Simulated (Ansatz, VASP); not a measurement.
## InAs in VASP and in Ansatz

INCAR

```
SYSTEM = InAs
  PREC = Accurate
  ENCUT = 600
  EDIFF = 1E-7
  ISMEAR = -1
  SIGMA = 0.15
  LREAL = .False.
  LASPH = .True.
  NELM = 60
  ALGO = Normal
  ISIF = 3
  LWAVE = .False.
  LCHARG = .False.
  GGA = PE
  IBRION = 2
  NSW = 80
  EDIFFG = -0.001
```

The input KPOINTS:

```
Automatic mesh
0
Gamma
  12 12 12
  0 0 0
```

Contents of POSCAR:

```
InAs
1.0
    0.0000000000      3.0933796587      3.0933796587
    3.0933796587      0.0000000000      3.0933796587
    3.0933796587      3.0933796587      0.0000000000
In As
1 1
Direct
    0.0000000000      0.0000000000      0.0000000000
    0.7500000000      0.7500000000      0.7500000000
```

Input for Ansatz:

```yaml
crystal:
  lattice:
    - [0.0, 3.09337966, 3.09337966]
    - [3.09337966, 0.0, 3.09337966]
    - [3.09337966, 3.09337966, 0.0]
  atoms:
    - { symbol: In, position: [0.0, 0.0, 0.0] }
    - { symbol: As, position: [0.75, 0.75, 0.75] }
basis:
  ecutwfc: 420
kpoints:
  mp_grid: { grid: [12, 12, 12] }
hamiltonian:
  xc: pbe
scf:
  occupations: { method: fermi_dirac, width: 0.15 }
output:
  forces: true
  stress: true
  eigenvalues: true
relax:
  adjacent_minimum: "off"
  f_tol: 0.001
  max_steps: 60
  cell: { stress_tol: 0.01 }
```

Alike in both runs: task relaxation of cell and atoms; functional PBE; k mesh 12 × 12 × 12; occupations fermi-dirac, width 0.15 eV; no spin polarisation.

```csv
,VASP,Ansatz
version,VASP 6.6.1,Ansatz 0.2.0
potentials or method,"VASP PAW PBE potentials, release 64 (In_d, As), cutoff 600 eV","scalar-relativistic, plane waves, PAW"
valence electrons in the cell,18,28
```

```csv
,VASP,Ansatz,Ansatz less VASP
"gap on the k mesh at the Fermi level, each at its own relaxed structure (eV)",none,none,-
relaxed volume (Å³/atom),29.65,29.61,-0.035
relaxed length of the cell vector where the two differ most in proportion (Å),4.377,4.375,-0.0017
```

A gap of «none» marks a metal or a gap that the smearing closes. VASP's potentials hold 18 valence electrons a cell and Ansatz's 28, so a difference there can come from the potentials and not from the codes.
